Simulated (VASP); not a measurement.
# TiTe2 (P4_2/nmc) in VASP: single point with r2SCAN

Aim: the single point of TiTe2 with r2SCAN.

Everything below comes from runs of VASP 6.6.1. Logs are shortened: lines on timing, memory, paths and dates and some standing lists are left out, and cuts for length are marked.

### 1 The cell of the first run

The structure is tetragonal, space group P4_2/nmc (No. 137). The conventional cell has a = 4.847 Å, b = 4.847 Å, c = 7.029 Å, α = 90.00°, β = 90.00°, γ = 90.00°. Within 3.7 Å of Ti (site symmetry -4m2) lie 8 Te at 2.80 to 3.22 Å. Within 3.7 Å of Te (site symmetry 2mm) lie 4 Ti at 2.80 to 3.22 Å and 6 Te at 3.50 to 3.51 Å.

### 2 Single point, r2SCAN

File POSCAR:

```
TiTe2
1.0
    4.8470558620      0.0000000000      0.0000000000
    0.0000000000      4.8470558620      0.0000000000
    0.0000000000      0.0000000000      7.0286214217
Ti Te
2 4
Direct
    0.0000000000      0.0000000000      0.0000000000
    0.5000000000      0.5000000000      0.5000000000
    0.0000000000      0.5000000000      0.3015648709
    0.0000000000      0.5000000000      0.8015648709
    0.5000000000      0.0000000000      0.6984351291
    0.5000000000      0.0000000000      0.1984351291
```

File INCAR.step1:

```
ALGO = Normal
EDIFF = 1E-4
ENCUT = 520
GGA = PE
ISMEAR = 0
LASPH = T
LCHARG = F
LREAL = F
LWAVE = T
NBANDS = 33
NELM = 80
PREC = Accurate
SIGMA = 0.1
```

File INCAR.step2:

```
ALGO = Normal
EDIFF = 1E-6
ENCUT = 520
ISIF = 2
ISMEAR = 0
ISTART = 1
LASPH = T
LCHARG = F
LMIXTAU = T
LREAL = F
LWAVE = F
METAGGA = R2SCAN
NBANDS = 33
NELM = 80
PREC = Accurate
SIGMA = 0.1
```

File KPOINTS:

```
k-points
0
Gamma
  8 8 6
```

Potentials or basis: VASP PAW PBE potentials, release 64 (Ti_sv, Te).

Launch:

```sh
$ cat potpaw_PBE.64/Ti_sv/POTCAR potpaw_PBE.64/Te/POTCAR > POTCAR
$ cp INCAR.step1 INCAR
$ mpirun -np 1 vasp_std > vasp.out
$ cp INCAR.step2 INCAR
$ mpirun -np 1 vasp_std > vasp.out
```

OUTCAR:

```text
EDIFF = 1E-6
   ENCUT = 520
   ISIF = 2
   ISMEAR = 0
   ISTART = 1
   LASPH = T
   LREAL = F
   METAGGA = R2SCAN
   NELM = 80
   PREC = Accurate

 ion  position               nearest neighbor table
   1  0.000  0.000  0.000-   4 2.80   6 2.80   4 2.80   6 2.80   3 3.22   5 3.22   5 3.22   3 3.22

   2  0.500  0.500  0.500-   3 2.80   5 2.80   5 2.80   3 2.80   4 3.22   6 3.22   6 3.22   4 3.22

   3  0.000  0.500  0.302-   2 2.80   2 2.80   1 3.22   1 3.22   6 3.50   6 3.50   6 3.50   6 3.50
                             4 3.51   4 3.51
   4  0.000  0.500  0.802-   1 2.80   1 2.80   2 3.22   2 3.22   5 3.50   5 3.50   5 3.50   5 3.50
                             3 3.51   3 3.51
   5  0.500  0.000  0.698-   2 2.80   2 2.80   1 3.22   1 3.22   4 3.50   4 3.50   4 3.50   4 3.50
                             6 3.51   6 3.51
   6  0.500  0.000  0.198-   1 2.80   1 2.80   2 3.22   2 3.22   3 3.50   3 3.50   3 3.50   3 3.50
                             5 3.51   5 3.51

  LATTYP: Found a simple tetragonal cell.
 ALAT       =     4.8470558620
 C/A-ratio  =     1.4500805482

  Lattice vectors:

 A1 = (   4.8470558620,   0.0000000000,   0.0000000000)
 A2 = (   0.0000000000,   4.8470558620,   0.0000000000)
 A3 = (   0.0000000000,   0.0000000000,   7.0286214217)

Analysis of symmetry for initial positions (statically):
=====================================================================
 Subroutine PRICEL returns:
 Original cell was already a primitive cell.

 Routine SETGRP: Setting up the symmetry group for a
 simple tetragonal supercell.

 Subroutine GETGRP returns: Found 16 space group operations
 (whereof  8 operations were pure point group operations)
 out of a pool of 16 trial point group operations.

The static configuration has the point symmetry D_2d.
 The point group associated with its full space group is D_4h.

Analysis of symmetry for dynamics (positions and initial velocities):
=====================================================================
 Subroutine PRICEL returns:
 Original cell was already a primitive cell.

 Routine SETGRP: Setting up the symmetry group for a
 simple tetragonal supercell.

 Subroutine GETGRP returns: Found 16 space group operations
 (whereof  8 operations were pure point group operations)
 out of a pool of 16 trial point group operations.

The dynamic configuration has the point symmetry D_2d.
 The point group associated with its full space group is D_4h.

 Subroutine INISYM returns: Found 16 space group operations
 (whereof  8 operations are pure point group operations),
 and found     1 'primitive' translations

----------------------------------------------------------------------------------------

                                     Primitive cell

  volume of cell :     165.1301

  direct lattice vectors                    reciprocal lattice vectors
     4.847055862  0.000000000  0.000000000     0.206310806  0.000000000  0.000000000
     0.000000000  4.847055862  0.000000000     0.000000000  0.206310806  0.000000000
     0.000000000  0.000000000  7.028621422     0.000000000  0.000000000  0.142275411

  length of vectors
     4.847055862  4.847055862  7.028621422     0.206310806  0.206310806  0.142275411

  position of ions in fractional coordinates (direct lattice)
     0.000000000  0.000000000  0.000000000
     0.500000000  0.500000000  0.500000000
     0.000000000  0.500000000  0.301564871
     0.000000000  0.500000000  0.801564871
     0.500000000  0.000000000  0.698435129
     0.500000000  0.000000000  0.198435129

  ion indices of the primitive-cell ions
   primitive index   ion index
                 1           1
                 2           2
                 3           3
                 4           4
                 5           5
                 6           6

----------------------------------------------------------------------------------------

 KPOINTS: k-points

Automatic generation of k-mesh.
 Grid dimensions read from file:
 generate k-points for:    8    8    6

 Generating k-lattice:

  Cartesian coordinates                     Fractional coordinates (reciprocal lattice)
     0.025788851  0.000000000  0.000000000     0.125000000  0.000000000  0.000000000
     0.000000000  0.025788851  0.000000000     0.000000000  0.125000000  0.000000000
     0.000000000  0.000000000  0.023712568     0.000000000  0.000000000  0.166666667

  Length of vectors
     0.025788851  0.025788851  0.023712568

  Shift w.r.t. Gamma in fractional coordinates (k-lattice)
     0.000000000  0.000000000  0.000000000

 Subroutine IBZKPT returns following result:
 ===========================================

 Found     60 irreducible k-points:

 Following reciprocal coordinates:
            Coordinates               Weight
  0.000000  0.000000  0.000000      1.000000
  0.125000  0.000000  0.000000      4.000000
  0.250000  0.000000  0.000000      4.000000
  0.375000  0.000000  0.000000      4.000000
  0.500000  0.000000  0.000000      2.000000
  0.125000  0.125000  0.000000      4.000000
[... 16 lines left out ...]
  0.375000  0.125000  0.166667     16.000000
  0.500000  0.125000  0.166667      8.000000
 [... further k-points ...]
   k-points           NKPTS =     60   k-points in BZ     NKDIM =     60   number of bands    NBANDS=     33
   number of dos      NEDOS =    301   number of ions     NIONS =      6
   total plane-waves  NPLWV =  69984
   dimension x,y,z NGX =    36 NGY =   36 NGZ =   54
   dimension x,y,z NGXF=    72 NGYF=   72 NGZF=  108
   ions per type =               2   4
   NGX,Y,Z   is equivalent  to a cutoff of  12.35, 12.35, 12.77 a.u.
   NGXF,Y,Z  is equivalent  to a cutoff of  24.69, 24.69, 25.54 a.u.
 SYSTEM =  unknown system
   PREC   = accura    normal or accurate (medium, high low for compatibility)
   ISTART =      1    job   : 0-new  1-cont  2-samecut
   ICHARG =      0    charge: 1-file 2-atom 10-const
   ISPIN  =      1    spin polarized calculation?
   LNONCOLLINEAR =      F non collinear calculations
   LSORBIT =      F    spin-orbit coupling
   LASPH  =      T    aspherical Exc in radial PAW
   ENCUT  =  520.0 eV  38.22 Ry    6.18 a.u.   9.01  9.01 13.07*2*pi/ulx,y,z
   NELM   =     80;   NELMIN=  2; NELMDL=  0     # of ELM steps
   EDIFF  = 0.1E-05   stopping-criterion for ELM
   LREAL  =      F    real-space projection
   EDIFFG = 0.1E-04   stopping-criterion for IOM
   NSW    =      0    number of steps for IOM
   IBRION =     -1    ionic relax: 0-MD 1-quasi-New 2-CG
   NFREE  =      0    steps in history (QN), initial steepest desc. (CG)
   ISIF   =      2    stress and relaxation
   ISYM   =      2    0-nonsym 1-usesym 2-fastsym
   POTIM  = 0.5000    time-step for ionic-motion
   TEBEG  =    0.0;   TEEND  =   0.0 temperature during run
   PSTRESS=    0.0 pullay stress
   NELECT =      48.0000    total number of electrons
   NUPDOWN=      -1.0000    fix difference up-down
   EMIN   =  10.00;   EMAX   =-10.00  energy-range for DOS
   EFERMI =   0.00;   METHOD = LEGACY
   ISMEAR =     0;   SIGMA  =   0.10  broadening in eV -4-tet -1-fermi 0-gaus
   EFERMI_NEDOS =   21; number of points for ismear=-14 and -15
   IALGO  =     38    algorithm
   IMIX   =      4    mixing-type and parameters
     AMIX     =   0.40;   BMIX     =  1.00
     AMIX_MAG =   1.60;   BMIX_MAG =  1.00
  volume/ion in A,a.u.               =      27.52       185.73
  Fermi-wavevector in a.u.,A,eV,Ry     =   1.084459  2.049331 16.001153  1.176052
  Thomas-Fermi vector in A             =   2.220550
   LORBIT       =      0    0 simple, 1 ext, 2 COOP (PROOUT), +10 PAW based schemes
   METAGGA = R2SCAN    functional components
   LHFCALC =     F    Hartree Fock is set to
   AEXX    =    0.0000 exact exchange contribution
   IVDW    =     0    specifies the selected vdW correction
   LEPSILON=     F    determine dielectric tensor
   LRPA    =     F    only Hartree local field effects (RPA)
 non-spin polarized calculation
 Gauss-broadening in eV      SIGMA  =   0.10
  energy-cutoff  :      520.00
  volume of cell :      165.13
 maximum number of plane-waves:      4528
   NGX = 19   NGY = 19   NGZ = 27

 number of electron      48.0000013 magnetization

 Free energy of the ion-electron system (eV)
  ---------------------------------------------------
  ext. energy  EPLUGINS =         0.00000000
  ---------------------------------------------------
  free energy    TOTEN  =      -130.09603374 eV

  energy without entropy =     -130.08889131  energy(sigma->0) =     -130.09246252

 E-fermi :   6.9946     XC(G=0): -10.2115

 val. band max:        6.9729190283   @ k =   0.1250   0.1250   0.0000
 cond. band min:       6.9981394096   @ k =   0.0000   0.0000   0.0000
 fundamental gap:      0.0252203813
 Fermi energy:         6.9945865120

 k-point     1 :       0.0000    0.0000    0.0000
  band No.  band energies     occupation
      1     -53.3852      2.00000
      2     -53.3850      2.00000
      3     -28.6141      2.00000
      4     -28.6104      2.00000
      5     -28.5747      2.00000
      6     -28.5747      2.00000
[... 25 lines left out ...]
     32       9.1499      0.00000
     33       9.1511      0.00000

 k-point     2 :       0.1250    0.0000    0.0000
  band No.  band energies     occupation
      1     -53.3851      2.00000
      2     -53.3850      2.00000
      3     -28.6140      2.00000
      4     -28.6106      2.00000
      5     -28.5751      2.00000
      6     -28.5746      2.00000
[... 25 lines left out ...]
     32       8.9437      0.00000
     33       9.1365      0.00000
[... 754 lines left out ...]
     32       8.9584      0.00000
     33       9.1022      0.00000

 k-point    24 :       0.5000    0.1250    0.1667
  band No.  band energies     occupation
      1     -53.3850      2.00000
      2     -53.3850      2.00000
      3     -28.6121      2.00000
      4     -28.6121      2.00000
      5     -28.5770      2.00000
      6     -28.5770      2.00000
[... 25 lines left out ...]
     32       8.9455      0.00000
     33       9.1601      0.00000

 [... further k-points ...]
[... 5 lines left out ...]
  --------------------------------------------------------------------------------------
  -------------------------------------------------------------------------------------
  Total        0.1015098      0.1015098      0.0293533     -0.0000000     -0.0000000      0.0000000
  in kB        0.9849008      0.9849008      0.2848014     -0.0000000     -0.0000000      0.0000000
  external PRESSURE =       0.7515343 kB  Pullay stress =       0.0000000 kB

 VOLUME and BASIS-vectors are now :
 -----------------------------------------------------------------------------
  energy-cutoff  :      520.00
  volume of cell :      165.13
      direct lattice vectors                 reciprocal lattice vectors
     4.847055862  0.000000000  0.000000000     0.206310806  0.000000000  0.000000000
     0.000000000  4.847055862  0.000000000     0.000000000  0.206310806  0.000000000
     0.000000000  0.000000000  7.028621422     0.000000000  0.000000000  0.142275411

 POSITION                                       TOTAL-FORCE (eV/Angst)
 -----------------------------------------------------------------------------------
      0.00000      0.00000      0.00000        -0.000000     -0.000000      0.000000
      2.42353      2.42353      3.51431         0.000000     -0.000000      0.000000
      0.00000      2.42353      2.11959        -0.000000     -0.000000     -0.014947
      0.00000      2.42353      5.63390        -0.000000     -0.000000     -0.014947
      2.42353      0.00000      4.90904        -0.000000     -0.000000      0.014947
      2.42353      0.00000      1.39473        -0.000000      0.000000      0.014947
 -----------------------------------------------------------------------------------
    total drift:                                0.000000      0.000000      0.000000

  FREE ENERGIE OF THE ION-ELECTRON SYSTEM (eV)
  ---------------------------------------------------
  free  energy   TOTEN  =      -130.0960337362 eV

  energy  without entropy=     -130.0888913096  energy(sigma->0) =     -130.09246252
```

Wall time 34 min (1 thread of Intel Xeon 8259CL, shared host); peak memory 0.47 GiB.

Results:

| Item | Value |
| --- | --- |
| Free energy | -130.0960 eV |
| Pressure | 0.1 GPa |
| Largest force | 0.015 eV/Å |
| Band gap on the k mesh | zero (bands 24 and 25 overlap by 0.21 eV) |

Forces in eV/Å, atoms in the order of the input:
```
Ti   0.000  0.000  0.000
Ti   0.000  0.000  0.000
Te   0.000  0.000 -0.015
Te   0.000  0.000 -0.015
Te   0.000  0.000  0.015
Te   0.000  0.000  0.015
```

Caveat: the PAW data sets were made with another functional, which shifts forces and pressure a little; spin-orbit coupling is left out, which moves the levels of the heavy elements.

The gap in the log of VASP goes by the Fermi energy; the results here count the filled bands.